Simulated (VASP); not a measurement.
Set up this calculation in VASP 6.6.1, as the native input.

| Property | Result |
| --- | --- |
| Task | single point |
| Functional | PBE |
| Potentials or basis | VASP PAW PBE potentials, release 64 (Ba_sv, Te) |
| Cutoff | 500 eV |
| k mesh | 4 × 4 × 4 |
| Occupations | gaussian, width 0.01 eV |
| Spin | no spin polarisation |
| Dipole correction | no |
| Further INCAR settings | ALGO = Normal; EDIFF = 1e-06; NBANDS = 15 |

The structure of BaTe lies in POSCAR:

```
BaTe
1.0
    0.0000000000      3.4325834396      3.4325834396
    3.4325834396      0.0000000000      3.4325834396
    3.4325834396      3.4325834396      0.0000000000
Ba Te
1 1
Direct
    0.0000000000      0.0000000000      0.0000000000
    0.5000000000      0.5000000000      0.5000000000
```

The input as run:

INCAR

```
SYSTEM = BaTe
PREC = Accurate
ENCUT = 500
EDIFF = 1E-6
ISMEAR = 0
SIGMA = 0.01
LREAL = .FALSE.
LASPH = .TRUE.
NELM = 120
ALGO = Normal
ISIF = 2
LWAVE = .FALSE.
LCHARG = .TRUE.
GGA = PE
LELF = .TRUE.
LVHAR = .TRUE.
NBANDS = 15
GGA_COMPAT = .FALSE.
```

KPOINTS

```
Automatic mesh
0
G
  4 4 4
  0 0 0
```

Potentials or basis: VASP PAW PBE potentials, release 64 (Ba_sv, Te).

The run is started by

```console
$ cat potpaw_PBE.64/Ba_sv/POTCAR potpaw_PBE.64/Te/POTCAR > POTCAR
$ mpirun -np 1 vasp_std > vasp.out
```

Results of the run:

- Pressure: 3.5 GPa
- Band gap on the k mesh: 1.37 eV (least direct gap 1.75 eV)

Caveat: the cell stands under pressure; spin-orbit coupling is left out, which moves the levels of the heavy elements.

Wall time 15 s on 1 thread of Intel(R) Xeon(R) Platinum 8488C (Sapphire Rapids), with other jobs on the host, peak memory 0.2 GiB.
